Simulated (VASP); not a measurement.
# Hg (P-1) in VASP: further runs

The runs below take Hg through single point, with revPBE, PBE exchange alone, PBE.

All numbers are computed with VASP 6.6.1; they aren't measurements. Logs are shortened: lines on timing, memory, paths and dates and some standing lists are left out, and cuts for length are marked.

## (1) The cell of the first run

The typed cell holds 1 atom: a = 3.277 Å, b = 3.302 Å, c = 3.330 Å, α = 110.73°, β = 111.48°, γ = 108.22°.

## (2) Single point, revPBE, collinear spin, zero start

INCAR reads:

```
SYSTEM = Hg
PREC     = Accurate       ! precision mode
ENCUT    = 520            ! plane-wave cutoff, eV
EDIFF    = 1E-6           ! SCF threshold, eV
ISMEAR   = 1              ! smearing method
SIGMA    = 0.01           ! smearing width, eV
LREAL    = .False.        ! projectors in reciprocal space
LASPH    = .True.         ! aspherical terms in the spheres
NELM     = 150            ! most SCF steps
ALGO     = Normal         ! electronic algorithm
ISIF     = 2              ! what is computed and relaxed
LWAVE    = .False.        ! write WAVECAR
LCHARG   = .False.        ! write CHGCAR
ISPIN    = 2              ! spin polarisation
MAGMOM   = 0              ! initial moments
LORBIT   = 11             ! projections on sites
GGA      = RE             ! functional
NBANDS   = 16             ! bands
```

KPOINTS reads:

```
regular mesh
0
Gamma
  8 8 8
  0 0 0
```

POSCAR reads:

```
Hg
1.0
   -1.9213270000      1.8359870000      1.9169900000
    1.8723850000     -1.9074940000      1.9390820000
    1.8964240000      1.8825900000     -1.9870010000
Hg
1
Direct
    0.5225130000      0.5353600000      0.0572760000
```

Potentials or basis: VASP PAW PBE potentials, release 64 (Hg).

The run is started by

```console
$ cat potpaw_PBE.64/Hg/POTCAR > POTCAR
$ mpirun -np 1 vasp_std > vasp.out
```

OUTCAR:

```text
SYSTEM = Hg
   PREC = Accurate
   ENCUT = 520
   EDIFF = 1E-6
   ISMEAR = 1
   LREAL = .False.
   LASPH = .True.
   NELM = 150
   ISIF = 2
   ISPIN = 2
   LORBIT = 11
   GGA = RE

 ion  position               nearest neighbor table
   1  0.523  0.535  0.057-

  LATTYP: Found a triclinic cell.
 ALAT       =     8.4494447402
 B/A-ratio  =     0.6307828012
 C/A-ratio  =     0.3941059311
 COS(alpha) =     0.0058119127
 COS(beta)  =     0.2594051674
 COS(gamma) =     0.9503211224

  Lattice vectors:

 A1 = (   7.5625210000,  -3.7683850000,  -0.0258270000)
 A2 = (   3.7937120000,  -3.7434810000,   0.0220920000)
 A3 = (   1.8964240000,   1.8825900000,  -1.9870010000)

Analysis of symmetry for initial positions (statically):
=====================================================================
 Subroutine PRICEL returns:
 Original cell was already a primitive cell.

 Routine SETGRP: Setting up the symmetry group for a
 triclinic supercell.

 Subroutine GETGRP returns: Found  2 space group operations
 (whereof  1 operations were pure point group operations)
 out of a pool of  2 trial point group operations.

The static configuration has the point symmetry C_1 .
 The point group associated with its full space group is S_2 .

Analysis of symmetry for dynamics (positions and initial velocities):
=====================================================================
 Subroutine PRICEL returns:
 Original cell was already a primitive cell.

 Routine SETGRP: Setting up the symmetry group for a
 triclinic supercell.

 Subroutine GETGRP returns: Found  2 space group operations
 (whereof  1 operations were pure point group operations)
 out of a pool of  2 trial point group operations.

The dynamic configuration has the point symmetry C_1 .
 The point group associated with its full space group is S_2 .

Analysis of structural, dynamic, and magnetic symmetry:
=====================================================================
 Subroutine PRICEL returns:
 Original cell was already a primitive cell.

 Routine SETGRP: Setting up the symmetry group for a
 triclinic supercell.

 Subroutine GETGRP returns: Found  2 space group operations
 (whereof  1 operations were pure point group operations)
 out of a pool of  2 trial point group operations.

The overall configuration has the point symmetry C_1 .
 The point group associated with its full space group is S_2 .

 Subroutine INISYM returns: Found  2 space group operations
 (whereof  1 operations are pure point group operations),
 and found     1 'primitive' translations

----------------------------------------------------------------------------------------

                                     Primitive cell

  volume of cell :      27.0056

  direct lattice vectors                    reciprocal lattice vectors
    -1.921327000  1.835987000  1.916990000     0.005172859  0.273934115  0.264476747
     1.872385000 -1.907494000  1.939082000     0.268722665  0.006748707  0.262867085
     1.896424000  1.882590000 -1.987001000     0.267232679  0.270868136  0.008414747

  length of vectors
     3.276766144  3.302180787  3.329976287     0.380807835  0.375974095  0.380596453

  position of ions in fractional coordinates (direct lattice)
     0.522513000  0.535360000  0.057276000

  ion indices of the primitive-cell ions
   primitive index   ion index
                 1           1

----------------------------------------------------------------------------------------

 KPOINTS: regular mesh

Automatic generation of k-mesh.
 Grid dimensions read from file:
 generate k-points for:    8    8    8

 Generating k-lattice:

  Cartesian coordinates                     Fractional coordinates (reciprocal lattice)
     0.000646607  0.034241764  0.033059593     0.125000000 -0.000000000 -0.000000000
     0.033590333  0.000843588  0.032858386     0.000000000  0.125000000 -0.000000000
     0.033404085  0.033858517  0.001051843    -0.000000000 -0.000000000  0.125000000

  Length of vectors
     0.047600979  0.046996762  0.047574557

  Shift w.r.t. Gamma in fractional coordinates (k-lattice)
     0.000000000  0.000000000  0.000000000

 Subroutine IBZKPT returns following result:
 ===========================================

 Found    260 irreducible k-points:

 Following reciprocal coordinates:
            Coordinates               Weight
  0.000000  0.000000  0.000000      1.000000
  0.125000 -0.000000 -0.000000      2.000000
  0.250000 -0.000000 -0.000000      2.000000
  0.375000 -0.000000  0.000000      2.000000
  0.500000 -0.000000 -0.000000      1.000000
  0.000000  0.125000  0.000000      2.000000
[... 16 lines left out ...]
  0.125000  0.375000  0.000000      2.000000
  0.250000  0.375000  0.000000      2.000000
 [... further k-points ...]
   k-points           NKPTS =    260   k-points in BZ     NKDIM =    260   number of bands    NBANDS=     16
   number of dos      NEDOS =    301   number of ions     NIONS =      1
   total plane-waves  NPLWV =  18816
   dimension x,y,z NGX =    24 NGY =   28 NGZ =   28
   dimension x,y,z NGXF=    48 NGYF=   56 NGZF=   56
   ions per type =               1
   NGX,Y,Z   is equivalent  to a cutoff of  12.18, 14.10, 13.98 a.u.
   NGXF,Y,Z  is equivalent  to a cutoff of  24.35, 28.19, 27.96 a.u.
 SYSTEM =  Hg
   PREC   = accura    normal or accurate (medium, high low for compatibility)
   ISTART =      0    job   : 0-new  1-cont  2-samecut
   ICHARG =      2    charge: 1-file 2-atom 10-const
   ISPIN  =      2    spin polarized calculation?
   LNONCOLLINEAR =      F non collinear calculations
   LSORBIT =      F    spin-orbit coupling
   LASPH  =      T    aspherical Exc in radial PAW
   ENCUT  =  520.0 eV  38.22 Ry    6.18 a.u.   6.09  6.14  6.19*2*pi/ulx,y,z
   NELM   =    150;   NELMIN=  2; NELMDL= -5     # of ELM steps
   EDIFF  = 0.1E-05   stopping-criterion for ELM
   LREAL  =      F    real-space projection
   EDIFFG = 0.1E-04   stopping-criterion for IOM
   NSW    =      0    number of steps for IOM
   IBRION =     -1    ionic relax: 0-MD 1-quasi-New 2-CG
   NFREE  =      0    steps in history (QN), initial steepest desc. (CG)
   ISIF   =      2    stress and relaxation
   ISYM   =      2    0-nonsym 1-usesym 2-fastsym
   POTIM  = 0.5000    time-step for ionic-motion
   TEBEG  =    0.0;   TEEND  =   0.0 temperature during run
   PSTRESS=    0.0 pullay stress
   NELECT =      12.0000    total number of electrons
   NUPDOWN=      -1.0000    fix difference up-down
   EMIN   =  10.00;   EMAX   =-10.00  energy-range for DOS
   EFERMI =   0.00;   METHOD = LEGACY
   ISMEAR =     1;   SIGMA  =   0.01  broadening in eV -4-tet -1-fermi 0-gaus
   EFERMI_NEDOS =   21; number of points for ismear=-14 and -15
   IALGO  =     38    algorithm
   IMIX   =      4    mixing-type and parameters
     AMIX     =   0.40;   BMIX     =  1.00
     AMIX_MAG =   1.60;   BMIX_MAG =  1.00
  volume/ion in A,a.u.               =      27.01       182.24
  Fermi-wavevector in a.u.,A,eV,Ry     =   1.249254  2.360747 21.233730  1.560635
  Thomas-Fermi vector in A             =   2.383303
   LORBIT       =     11    0 simple, 1 ext, 2 COOP (PROOUT), +10 PAW based schemes
   GGA     = RE    functional components
   LHFCALC =     F    Hartree Fock is set to
   AEXX    =    0.0000 exact exchange contribution
   IVDW    =     0    specifies the selected vdW correction
   LEPSILON=     F    determine dielectric tensor
   LRPA    =     F    only Hartree local field effects (RPA)
 spin polarized calculation
 Methfessel and Paxton  Order N= 1 SIGMA  =   0.01
  energy-cutoff  :      520.00
  volume of cell :       27.01
 maximum number of plane-waves:       738
   NGX = 13   NGY = 13   NGZ = 13

 number of electron      12.0000001 magnetization      -0.0000006

 number of electron      12.0000001 magnetization       0.0000002

 Free energy of the ion-electron system (eV)
  ---------------------------------------------------
  ext. energy  EPLUGINS =         0.00000000
  ---------------------------------------------------
  free energy    TOTEN  =         0.17451237 eV

  energy without entropy =        0.17452339  energy(sigma->0) =        0.17451604

 E-fermi :   1.6925     XC(G=0): -10.0101

 val. band max:        1.6924849253   @ k =   0.5000   0.5000   0.1250
 cond. band min:       1.6924854261   @ k =   0.5000   0.5000   0.1250
 fundamental gap:      0.0000005007
 Fermi energy:         1.6924851757

 spin component 1

 k-point     1 :       0.0000    0.0000    0.0000
  band No.  band energies     occupation
      1      -6.1211      1.00000
      2      -4.9876      1.00000
      3      -4.8595      1.00000
      4      -4.7646      1.00000
      5      -4.2153      1.00000
      6      -4.1459      1.00000
[... 8 lines left out ...]
     15      21.3698      0.00000
     16      21.7428      0.00000
[... 419 lines left out ...]
 k-point    24 :       0.2500    0.3750    0.0000
  band No.  band energies     occupation
      1      -5.1686      1.00000
      2      -4.8698      1.00000
      3      -4.4952      1.00000
      4      -4.2266      1.00000
      5      -4.0427      1.00000
      6       0.8443      1.00000
[... 8 lines left out ...]
     15      27.2928      0.00000
     16      29.0460      0.00000

 [... further k-points ...]

 spin component 2

 k-point     1 :       0.0000    0.0000    0.0000
  band No.  band energies     occupation
      1      -6.1211      1.00000
      2      -4.9876      1.00000
      3      -4.8595      1.00000
      4      -4.7647      1.00000
      5      -4.2153      1.00000
      6      -4.1459      1.00000
[... 8 lines left out ...]
     15      21.3698      0.00000
     16      21.7428      0.00000
[... 419 lines left out ...]
 k-point    24 :       0.2500    0.3750    0.0000
  band No.  band energies     occupation
      1      -5.1686      1.00000
      2      -4.8698      1.00000
      3      -4.4952      1.00000
      4      -4.2266      1.00000
      5      -4.0427      1.00000
      6       0.8443      1.00000
[... 8 lines left out ...]
     15      27.2928      0.00000
     16      29.0459      0.00000

 [... further k-points ...]

------------------------ aborting loop because EDIFF is reached ----------------------------------------

  FORCE on cell =-STRESS in cart. coord.  units (eV):
  Direction    XX          YY          ZZ          XY          YZ          ZX
  --------------------------------------------------------------------------------------
  -------------------------------------------------------------------------------------
  Total        0.5482591      0.5410383      0.4944435      0.0261979      0.0691286      0.0666542
  in kB       32.5269039     32.0985145     29.3341573      1.5542611      4.1012333      3.9544336
  external PRESSURE =      31.3198586 kB  Pullay stress =       0.0000000 kB

 VOLUME and BASIS-vectors are now :
 -----------------------------------------------------------------------------
  energy-cutoff  :      520.00
  volume of cell :       27.01
      direct lattice vectors                 reciprocal lattice vectors
    -1.921327000  1.835987000  1.916990000     0.005172859  0.273934115  0.264476747
     1.872385000 -1.907494000  1.939082000     0.268722665  0.006748707  0.262867085
     1.896424000  1.882590000 -1.987001000     0.267232679  0.270868136  0.008414747

 POSITION                                       TOTAL-FORCE (eV/Angst)
 -----------------------------------------------------------------------------------
      0.10710      0.04596      1.92595         0.000000      0.000000     -0.000000
 -----------------------------------------------------------------------------------
    total drift:                               -0.000002      0.000006     -0.000001

  FREE ENERGIE OF THE ION-ELECTRON SYSTEM (eV)
  ---------------------------------------------------
  free  energy   TOTEN  =         0.1745123702 eV

  energy  without entropy=        0.1745233895  energy(sigma->0) =        0.17451604

 total charge

# of ion       s       p       d       tot
------------------------------------------
    1        0.945   0.151   9.343  10.439

 magnetization (x)

# of ion       s       p       d       tot
------------------------------------------
    1       -0.000  -0.000  -0.000  -0.000
```

Wall time 89 s (1 thread of Intel Xeon Platinum 8488C (Sapphire Rapids), shared host); peak memory 0.28 GiB.

What came out:

* Free energy: 0.1745 eV
* Pressure: 3.1 GPa
* Band gap on the k mesh: zero (filled and empty bands overlap)
* Net moment: 0.00 μB per cell
* Valence electrons inside the program's atomic spheres: Hg 10.44

Levels at points of the mesh, in eV from the Fermi level:
Spin up:
```csv
k point,band 2,band 3,band 4,band 5,band 6,band 7,band 8,band 9,band 10,band 11
"(0.00, 0.00, 0.00)",-6.68,-6.55,-6.46,-5.91,-5.84,13.85,14.06,15.01,15.05,15.55
"(0.50, 0.00, 0.00)",-6.85,-5.99,-5.87,-5.34,-1.06,-0.51,8.73,9.85,13.49,14.48
"(0.00, 0.50, 0.00)",-6.83,-6.00,-5.89,-5.36,-1.24,-0.60,8.99,10.18,13.78,14.79
"(0.50, 0.50, 0.00)",-6.96,-5.87,-5.80,-5.39,-1.35,-0.61,8.40,10.04,13.01,14.76
"(0.00, 0.00, 0.50)",-6.93,-5.90,-5.84,-5.36,-1.11,-0.51,8.56,9.57,13.18,14.29
"(0.50, 0.00, 0.50)",-6.90,-5.95,-5.83,-5.42,-1.65,-0.77,9.15,10.59,13.84,15.28
"(0.00, 0.50, 0.50)",-6.94,-5.92,-5.79,-5.43,-1.66,-0.76,9.10,10.31,13.74,15.04
"(0.50, 0.50, 0.50)",-7.07,-5.58,-5.52,-5.40,2.46,3.57,4.08,4.39,9.47,9.88
```
Spin down:
| k point | band 3 | band 4 | band 5 | band 6 | band 7 | band 8 | band 9 | band 10 |
| --- | --- | --- | --- | --- | --- | --- | --- | --- |
| (0.00, 0.00, 0.00) | -6.55 | -6.46 | -5.91 | -5.84 | 13.85 | 14.06 | 15.01 | 15.05 |
| (0.50, 0.00, 0.00) | -5.99 | -5.87 | -5.34 | -1.06 | -0.51 | 8.73 | 9.85 | 13.49 |
| (0.00, 0.50, 0.00) | -6.00 | -5.89 | -5.36 | -1.24 | -0.60 | 8.99 | 10.18 | 13.78 |
| (0.50, 0.50, 0.00) | -5.87 | -5.80 | -5.39 | -1.35 | -0.61 | 8.40 | 10.04 | 13.01 |
| (0.00, 0.00, 0.50) | -5.90 | -5.84 | -5.36 | -1.11 | -0.51 | 8.56 | 9.57 | 13.18 |
| (0.50, 0.00, 0.50) | -5.95 | -5.83 | -5.42 | -1.65 | -0.77 | 9.15 | 10.59 | 13.84 |
| (0.00, 0.50, 0.50) | -5.92 | -5.79 | -5.43 | -1.66 | -0.76 | 9.10 | 10.31 | 13.74 |
| (0.50, 0.50, 0.50) | -5.58 | -5.52 | -5.40 | 2.46 | 3.57 | 4.08 | 4.39 | 9.47 |

Caveat: the cell stands under pressure; the PAW data sets were made with another functional, which shifts forces and pressure a little; spin-orbit coupling is left out, which moves the levels of the heavy elements.

## (3) Single point, PBE exchange alone, non-collinear spin, zero start, spin-orbit coupling (the cell strained at random)

INCAR reads:

```
AGGAC = 0.0
ALDAC = 0.0
ALGO = Normal
EDIFF = 1E-6
ENCUT = 520
GGA = PE
GGA_COMPAT = False
ISIF = 2
ISMEAR = 1
LASPH = True
LCHARG = False
LNONCOLLINEAR = True
LORBIT = 11
LORBMOM = True
LREAL = False
LSORBIT = True
LWAVE = False
MAGMOM = 0 0 0
NBANDS = 23
NELM = 150
PREC = Accurate
SIGMA = 0.01
```

KPOINTS reads:

```
k-points
0
Gamma
  7 8 8
```

POSCAR reads:

```
Hg
1.0
   -1.8745880000      1.9453410000      1.9684610000
    1.8720370000     -1.8568290000      1.8793040000
    1.8479790000      1.8302200000     -1.8818020000
Hg
1
Direct
    0.4720670000      0.4998080000      0.0025360000
```

Potentials or basis: VASP PAW PBE potentials, release 64 (Hg).

The run is started by

```console
$ cat potpaw_PBE.64/Hg/POTCAR > POTCAR
$ mpirun -np 1 vasp_ncl > vasp.out
```

Wall time 2 min (1 thread of Intel Xeon Platinum 8488C (Sapphire Rapids), shared host); peak memory 0.34 GiB.

The run converged. Its results:

| Property | Result |
| --- | --- |
| Free energy | 0.5248 eV |
| Pressure | 11.6 GPa |
| Net moment | 0.00 μB per cell |
| Valence electrons inside the program's atomic spheres | Hg 10.47 |

Stress tensor (GPa, compression positive):
```
11.45  0.48 -0.08
 0.48 11.37 -0.44
-0.08 -0.44 11.84
```

Moments on the atoms (μB; x, y, z):
```
Hg  0.00 0.00 0.00
```

Caveat: the cell differs from its parent crystal (the cell strained at random); the cell stands under pressure.

## (4) Single point, PBE

INCAR reads:

```
PREC     = Accurate       # precision mode
ENCUT    = 520            # plane-wave cutoff, eV
EDIFF    = 1E-6           # SCF threshold, eV
ISMEAR   = -1             # smearing method
SIGMA    = 0.1            # smearing width, eV
LREAL    = F              # projectors in reciprocal space
LASPH    = T              # aspherical terms in the spheres
NELM     = 60             # most SCF steps
ALGO     = Fast           # electronic algorithm
ISIF     = 2              # what is computed and relaxed
LWAVE    = F              # write WAVECAR
LCHARG   = F              # write CHGCAR
GGA      = PE             # functional
NBANDS   = 12             # bands
```

KPOINTS reads:

```
regular mesh
0
Gamma
  16 16 16
```

POSCAR reads:

```
Hg
1.0
   -1.9129580000      1.8560820000      1.9214850000
    1.8750080000     -1.8958070000      1.9232230000
    1.8916120000      1.8744610000     -1.9603790000
Hg
1
Direct
    0.4987490000      0.4934840000     -0.0048490000
```

The run is started by

```console
$ cat potpaw_PBE.64/Hg/POTCAR > POTCAR
$ mpirun -np 1 vasp_std > vasp.out
```

Run time: 4.3 min. Hardware: 1 thread of Intel Xeon Platinum 8488C (Sapphire Rapids), shared host; peak memory 0.68 GiB.

It converged, with:

* Free energy: -0.1741 eV
* Pressure: 1.2 GPa
* Band gap on the k mesh: zero (bands 6 and 7 overlap by 3.22 eV)

Stress tensor (GPa, compression positive):
```
1.20 0.06 0.11
0.06 1.22 0.11
0.11 0.11 1.28
```

Levels at points of the mesh, in eV from the Fermi level:
```
           k point  band 3  band 4  band 5  band 6  band 7  band 8  band 9  band 10
(0.00, 0.00, 0.00)   -6.64   -6.58   -5.99   -5.93   13.95   14.19   14.83    14.86
(0.50, 0.00, 0.00)   -6.05   -5.95   -5.44   -1.33   -0.72    8.72    9.77    13.46
(0.00, 0.50, 0.00)   -6.07   -5.97   -5.45   -1.39   -0.76    8.87    9.94    13.65
(0.50, 0.50, 0.00)   -5.96   -5.90   -5.47   -1.47   -0.76    8.46    9.72    13.08
(0.00, 0.00, 0.50)   -5.98   -5.93   -5.44   -1.28   -0.68    8.48    9.45    13.12
(0.50, 0.00, 0.50)   -6.04   -5.92   -5.50   -1.71   -0.89    9.05   10.21    13.75
(0.00, 0.50, 0.50)   -6.02   -5.90   -5.49   -1.66   -0.86    8.91   10.04    13.57
(0.50, 0.50, 0.50)   -5.63   -5.60   -5.52    2.32    3.49    3.94    4.15     9.35
```

Caveat: spin-orbit coupling is left out, which moves the levels of the heavy elements.

## (5) Overview

| level | spin | cell | k mesh | smearing | gap on the mesh (eV) | pressure (GPa) | moment (μB) |
| --- | --- | --- | --- | --- | --- | --- | --- |
| revPBE | collinear, zero start | a = 3.277, b = 3.302, c = 3.330 Å, angles 110.7, 111.5, 108.2°, 1 atom | 8 × 8 × 8 | methfessel-paxton 0.01 eV | none | 3.1 | 0.00 |
| PBE exchange alone | non-collinear, zero start, SOC | a = 3.343, b = 3.238, c = 3.210 Å, angles 109.5, 109.6, 108.4°, 1 atom | 7 × 8 × 8 | methfessel-paxton 0.01 eV | - | 11.6 | 0.00 |
| PBE | off | a = 3.286, b = 3.288, c = 3.307 Å, angles 110.3, 111.1, 108.4°, 1 atom | 16 × 16 × 16 | fermi-dirac 0.1 eV | none | 1.2 | - |

Alike in all rows: task single point; potentials or basis VASP PAW PBE potentials, release 64 (Hg); cutoff (eV) 520.

Caveats: the cell stands under pressure (at least some runs); spin-orbit coupling is left out, which moves the levels of the heavy elements (at least some runs); the PAW data sets were made with another functional, which shifts forces and pressure a little (at least some runs).

Absolute energies hang on the potentials; compare differences alone.
